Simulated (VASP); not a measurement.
# TiO2 (P4_2/mnm) in VASP: further runs

The runs below take TiO2 through single point, with PBE.

Program: VASP 6.6.1. These are calculated values, not measurements. Logs are shortened: lines on timing, memory, paths and dates and some standing lists are left out, and cuts for length are marked.

**1. The cell of the first run**

The structure is tetragonal, space group P4_2/mnm (No. 136). Conventional cell: a = 4.499 Å, b = 4.499 Å, c = 2.989 Å, α = 90.00°, β = 90.00°, γ = 90.00°. Within 2.6 Å of Ti (site symmetry mmm) lie 6 O at 1.94 Å. O (site symmetry m2m) has 3 Ti at 1.94 Å and 1 O at 2.48 Å within 2.6 Å.

**2. Single point, PBE (volume 10.083 Å^3 an atom, c/a of the conventional cell 0.6645)**

Contents of INCAR:

```
SYSTEM = TiO2
ALGO = Normal
EDIFF = 1E-7
ENCUT = 520
GGA = PE
ISIF = 2
ISMEAR = 0
LASPH = .TRUE.
LCHARG = .FALSE.
LREAL = .FALSE.
LWAVE = .FALSE.
NBANDS = 33
NELM = 60
PREC = Accurate
SIGMA = 0.05
```

Contents of KPOINTS:

```
k-points
0
G
  8 8 10
  0 0 0
```

Contents of POSCAR:

```
TiO2
1.0
    4.4986479789      0.0000000000      0.0000000000
    0.0000000000      4.4986479789      0.0000000000
    0.0000000000      0.0000000000      2.9893515819
Ti O
2 4
Direct
    0.0000000000      0.0000000000      0.0000000000
    0.5000000000      0.5000000000      0.5000000000
    0.3050970583      0.3050970583      0.0000000000
    0.1949029417      0.8050970583      0.5000000000
    0.6949029417      0.6949029417      0.0000000000
    0.8050970583      0.1949029417      0.5000000000
```

Potentials or basis: VASP PAW PBE potentials, release 64 (Ti_sv, O).

Launch:

```sh
$ cat potpaw_PBE.64/Ti_sv/POTCAR potpaw_PBE.64/O/POTCAR > POTCAR
$ mpirun -np 1 vasp_std > vasp.out
```

OUTCAR:

```text
SYSTEM = TiO2
   EDIFF = 1E-7
   ENCUT = 520
   GGA = PE
   ISIF = 2
   ISMEAR = 0
   LASPH = .TRUE.
   LREAL = .FALSE.
   NELM = 60
   PREC = Accurate

 ion  position               nearest neighbor table
   1  0.000  0.000  0.000-   3 1.94   5 1.94   4 1.94   6 1.94   4 1.94   6 1.94
   2  0.500  0.500  0.500-   4 1.94   6 1.94   5 1.94   3 1.94   3 1.94   5 1.94
   3  0.305  0.305  0.000-   1 1.94   2 1.94   2 1.94
   4  0.195  0.805  0.500-   2 1.94   1 1.94   1 1.94
   5  0.695  0.695  0.000-   1 1.94   2 1.94   2 1.94
   6  0.805  0.195  0.500-   2 1.94   1 1.94   1 1.94

  LATTYP: Found a simple tetragonal cell.
 ALAT       =     4.4986479789
 C/A-ratio  =     0.6645000000

  Lattice vectors:

 A1 = (   4.4986479789,   0.0000000000,   0.0000000000)
 A2 = (   0.0000000000,   4.4986479789,   0.0000000000)
 A3 = (   0.0000000000,   0.0000000000,   2.9893515819)

Analysis of symmetry for initial positions (statically):
=====================================================================
 Subroutine PRICEL returns:
 Original cell was already a primitive cell.

 Routine SETGRP: Setting up the symmetry group for a
 simple tetragonal supercell.

 Subroutine GETGRP returns: Found 16 space group operations
 (whereof  8 operations were pure point group operations)
 out of a pool of 16 trial point group operations.

The static configuration has the point symmetry D_2h.
 The point group associated with its full space group is D_4h.

Analysis of symmetry for dynamics (positions and initial velocities):
=====================================================================
 Subroutine PRICEL returns:
 Original cell was already a primitive cell.

 Routine SETGRP: Setting up the symmetry group for a
 simple tetragonal supercell.

 Subroutine GETGRP returns: Found 16 space group operations
 (whereof  8 operations were pure point group operations)
 out of a pool of 16 trial point group operations.

The dynamic configuration has the point symmetry D_2h.
 The point group associated with its full space group is D_4h.

 Subroutine INISYM returns: Found 16 space group operations
 (whereof  8 operations are pure point group operations),
 and found     1 'primitive' translations

----------------------------------------------------------------------------------------

                                     Primitive cell

  volume of cell :      60.4980

  direct lattice vectors                    reciprocal lattice vectors
     4.498647979  0.000000000  0.000000000     0.222289009  0.000000000  0.000000000
     0.000000000  4.498647979  0.000000000     0.000000000  0.222289009  0.000000000
     0.000000000  0.000000000  2.989351582     0.000000000  0.000000000  0.334520705

  length of vectors
     4.498647979  4.498647979  2.989351582     0.222289009  0.222289009  0.334520705

  position of ions in fractional coordinates (direct lattice)
     0.000000000  0.000000000  0.000000000
     0.500000000  0.500000000  0.500000000
     0.305097058  0.305097058  0.000000000
     0.194902942  0.805097058  0.500000000
     0.694902942  0.694902942  0.000000000
     0.805097058  0.194902942  0.500000000

  ion indices of the primitive-cell ions
   primitive index   ion index
                 1           1
                 2           2
                 3           3
                 4           4
                 5           5
                 6           6

----------------------------------------------------------------------------------------

 KPOINTS: k-points

Automatic generation of k-mesh.
 Grid dimensions read from file:
 generate k-points for:    8    8   10

 Generating k-lattice:

  Cartesian coordinates                     Fractional coordinates (reciprocal lattice)
     0.027786126  0.000000000  0.000000000     0.125000000  0.000000000  0.000000000
     0.000000000  0.027786126  0.000000000     0.000000000  0.125000000  0.000000000
     0.000000000  0.000000000  0.033452071     0.000000000  0.000000000  0.100000000

  Length of vectors
     0.027786126  0.027786126  0.033452071

  Shift w.r.t. Gamma in fractional coordinates (k-lattice)
     0.000000000  0.000000000  0.000000000

 Subroutine IBZKPT returns following result:
 ===========================================

 Found     90 irreducible k-points:

 Following reciprocal coordinates:
            Coordinates               Weight
  0.000000  0.000000  0.000000      1.000000
  0.125000  0.000000  0.000000      4.000000
  0.250000  0.000000  0.000000      4.000000
  0.375000  0.000000  0.000000      4.000000
  0.500000  0.000000  0.000000      2.000000
  0.125000  0.125000  0.000000      4.000000
[... 16 lines left out ...]
  0.375000  0.125000  0.100000     16.000000
  0.500000  0.125000  0.100000      8.000000
 [... further k-points ...]
   k-points           NKPTS =     90   k-points in BZ     NKDIM =     90   number of bands    NBANDS=     33
   number of dos      NEDOS =    301   number of ions     NIONS =      6
   total plane-waves  NPLWV =  31104
   dimension x,y,z NGX =    36 NGY =   36 NGZ =   24
   dimension x,y,z NGXF=    72 NGYF=   72 NGZF=   48
   ions per type =               2   4
   NGX,Y,Z   is equivalent  to a cutoff of  13.30, 13.30, 13.35 a.u.
   NGXF,Y,Z  is equivalent  to a cutoff of  26.61, 26.61, 26.69 a.u.
 SYSTEM =  TiO2
   PREC   = accura    normal or accurate (medium, high low for compatibility)
   ISTART =      0    job   : 0-new  1-cont  2-samecut
   ICHARG =      2    charge: 1-file 2-atom 10-const
   ISPIN  =      1    spin polarized calculation?
   LNONCOLLINEAR =      F non collinear calculations
   LSORBIT =      F    spin-orbit coupling
   LASPH  =      T    aspherical Exc in radial PAW
   ENCUT  =  520.0 eV  38.22 Ry    6.18 a.u.   8.36  8.36  5.56*2*pi/ulx,y,z
   NELM   =     60;   NELMIN=  2; NELMDL= -5     # of ELM steps
   EDIFF  = 0.1E-06   stopping-criterion for ELM
   LREAL  =      F    real-space projection
   EDIFFG = 0.1E-05   stopping-criterion for IOM
   NSW    =      0    number of steps for IOM
   IBRION =     -1    ionic relax: 0-MD 1-quasi-New 2-CG
   NFREE  =      0    steps in history (QN), initial steepest desc. (CG)
   ISIF   =      2    stress and relaxation
   ISYM   =      2    0-nonsym 1-usesym 2-fastsym
   POTIM  = 0.5000    time-step for ionic-motion
   TEBEG  =    0.0;   TEEND  =   0.0 temperature during run
   PSTRESS=    0.0 pullay stress
   NELECT =      48.0000    total number of electrons
   NUPDOWN=      -1.0000    fix difference up-down
   EMIN   =  10.00;   EMAX   =-10.00  energy-range for DOS
   EFERMI =   0.00;   METHOD = LEGACY
   ISMEAR =     0;   SIGMA  =   0.05  broadening in eV -4-tet -1-fermi 0-gaus
   EFERMI_NEDOS =   21; number of points for ismear=-14 and -15
   IALGO  =     38    algorithm
   IMIX   =      4    mixing-type and parameters
     AMIX     =   0.40;   BMIX     =  1.00
     AMIX_MAG =   1.60;   BMIX_MAG =  1.00
  volume/ion in A,a.u.               =      10.08        68.04
  Fermi-wavevector in a.u.,A,eV,Ry     =   1.515566  2.864005 31.251777  2.296941
  Thomas-Fermi vector in A             =   2.625073
   LORBIT       =      0    0 simple, 1 ext, 2 COOP (PROOUT), +10 PAW based schemes
   GGA     = PE    functional components
   LHFCALC =     F    Hartree Fock is set to
   AEXX    =    0.0000 exact exchange contribution
   IVDW    =     0    specifies the selected vdW correction
   LEPSILON=     F    determine dielectric tensor
   LRPA    =     F    only Hartree local field effects (RPA)
 non-spin polarized calculation
 Gauss-broadening in eV      SIGMA  =   0.05
  energy-cutoff  :      520.00
  volume of cell :       60.50
 maximum number of plane-waves:      1648
 NGX is ok and might be reduce to    36
   NGX = 17   NGY = 17   NGZ = 11

 number of electron      47.9999986 magnetization

 Free energy of the ion-electron system (eV)
  ---------------------------------------------------
  ext. energy  EPLUGINS =         0.00000000
  ---------------------------------------------------
  free energy    TOTEN  =       -53.49845818 eV

  energy without entropy =      -53.49845818  energy(sigma->0) =      -53.49845818

 E-fermi :   5.6438     XC(G=0): -11.5920

 val. band max:        5.2672823638   @ k =   0.0000   0.0000   0.0000
 cond. band min:       7.1720007766   @ k =   0.0000   0.0000   0.0000
 fundamental gap:      1.9047184128
 Fermi energy:         5.6437777810

 k-point     1 :       0.0000    0.0000    0.0000
  band No.  band energies     occupation
      1     -51.6382      2.00000
      2     -51.6166      2.00000
      3     -27.9776      2.00000
      4     -27.9776      2.00000
      5     -27.7883      2.00000
      6     -27.7883      2.00000
[... 25 lines left out ...]
     32      12.0263      0.00000
     33      12.0263      0.00000

 k-point     2 :       0.1250    0.0000    0.0000
  band No.  band energies     occupation
      1     -51.6373      2.00000
      2     -51.6175      2.00000
      3     -27.9717      2.00000
      4     -27.9710      2.00000
      5     -27.7958      2.00000
      6     -27.7951      2.00000
[... 25 lines left out ...]
     32      11.9634      0.00000
     33      11.9786      0.00000

 k-point     3 :       0.2500    0.0000    0.0000
  band No.  band energies     occupation
      1     -51.6350      2.00000
      2     -51.6198      2.00000
      3     -27.9548      2.00000
      4     -27.9525      2.00000
      5     -27.8163      2.00000
      6     -27.8140      2.00000
[... 25 lines left out ...]
     32      11.8089      0.00000
     33      11.8511      0.00000

 k-point     4 :       0.3750    0.0000    0.0000
  band No.  band energies     occupation
      1     -51.6315      2.00000
      2     -51.6232      2.00000
      3     -27.9303      2.00000
      4     -27.9268      2.00000
      5     -27.8441      2.00000
      6     -27.8406      2.00000
[... 673 lines left out ...]
     32      11.4240      0.00000
     33      11.7961      0.00000

 k-point    23 :       0.3750    0.1250    0.1000
  band No.  band energies     occupation
      1     -51.6275      2.00000
      2     -51.6202      2.00000
      3     -27.9492      2.00000
      4     -27.9027      2.00000
      5     -27.8646      2.00000
      6     -27.8156      2.00000
[... 25 lines left out ...]
     32      11.3510      0.00000
     33      11.6626      0.00000

 k-point    24 :       0.5000    0.1250    0.1000
  band No.  band energies     occupation
      1     -51.6238      2.00000
      2     -51.6238      2.00000
      3     -27.9250      2.00000
      4     -27.9250      2.00000
      5     -27.8423      2.00000
      6     -27.8423      2.00000
[... 25 lines left out ...]
     32      11.3250      0.00000
     33      11.7818      0.00000

 [... further k-points ...]
[... 5 lines left out ...]
  --------------------------------------------------------------------------------------
  -------------------------------------------------------------------------------------
  Total        5.7895595      5.7895595      3.0955192      0.0000000      0.0000000      0.0000000
  in kB      153.3257452    153.3257452     81.9790851      0.0000000      0.0000000      0.0000000
  external PRESSURE =     129.5435252 kB  Pullay stress =       0.0000000 kB

 VOLUME and BASIS-vectors are now :
 -----------------------------------------------------------------------------
  energy-cutoff  :      520.00
  volume of cell :       60.50
      direct lattice vectors                 reciprocal lattice vectors
     4.498647979  0.000000000  0.000000000     0.222289009  0.000000000  0.000000000
     0.000000000  4.498647979  0.000000000     0.000000000  0.222289009  0.000000000
     0.000000000  0.000000000  2.989351582     0.000000000  0.000000000  0.334520705

 POSITION                                       TOTAL-FORCE (eV/Angst)
 -----------------------------------------------------------------------------------
      0.00000      0.00000      0.00000        -0.000000      0.000000      0.000000
      2.24932      2.24932      1.49468        -0.000000      0.000000      0.000000
      1.37252      1.37252      0.00000        -0.157322     -0.157322     -0.000000
      0.87680      3.62185      1.49468         0.157322     -0.157322      0.000000
      3.12612      3.12612      0.00000         0.157322      0.157322      0.000000
      3.62185      0.87680      1.49468        -0.157322      0.157322      0.000000
 -----------------------------------------------------------------------------------
    total drift:                               -0.000000      0.000000     -0.000000

  FREE ENERGIE OF THE ION-ELECTRON SYSTEM (eV)
  ---------------------------------------------------
  free  energy   TOTEN  =       -53.4984581798 eV

  energy  without entropy=      -53.4984581798  energy(sigma->0) =      -53.49845818
```

Wall time 2.2 min (1 thread of Intel Xeon Platinum 8488C (Sapphire Rapids), shared host); peak memory 0.26 GiB.

Results:

| Quantity | Value |
| --- | --- |
| Free energy | -53.4985 eV |
| Pressure | 13.0 GPa |
| Largest force | 0.222 eV/Å |
| Band gap on the k mesh | 1.90 eV, direct |

Forces in eV/Å, atoms in the order of the input:
```
Ti   0.000  0.000  0.000
Ti   0.000  0.000  0.000
O   -0.157 -0.157  0.000
O    0.157 -0.157  0.000
O    0.157  0.157  0.000
O   -0.157  0.157  0.000
```

Levels at points of the mesh, in eV from the valence-band top:
```
           k point  band 21  band 22  band 23  band 24  band 25  band 26  band 27  band 28
(0.00, 0.00, 0.00)    -0.81    -0.44    -0.44     0.00     1.90     2.28     2.35     2.45
(0.50, 0.00, 0.00)    -1.88    -1.88    -0.80    -0.80     2.63     2.63     3.06     3.06
(0.50, 0.50, 0.00)    -1.49    -1.49    -1.03    -1.03     1.98     1.98     2.48     2.48
(0.00, 0.00, 0.50)    -2.62    -2.62    -1.44    -1.44     3.00     3.00     3.07     3.07
(0.50, 0.00, 0.50)    -2.12    -2.12    -1.10    -1.10     1.93     1.93     3.05     3.05
(0.50, 0.50, 0.50)    -1.39    -1.39    -0.67    -0.67     2.64     2.64     3.06     3.06
```

(Continued in part 2 of 2.)
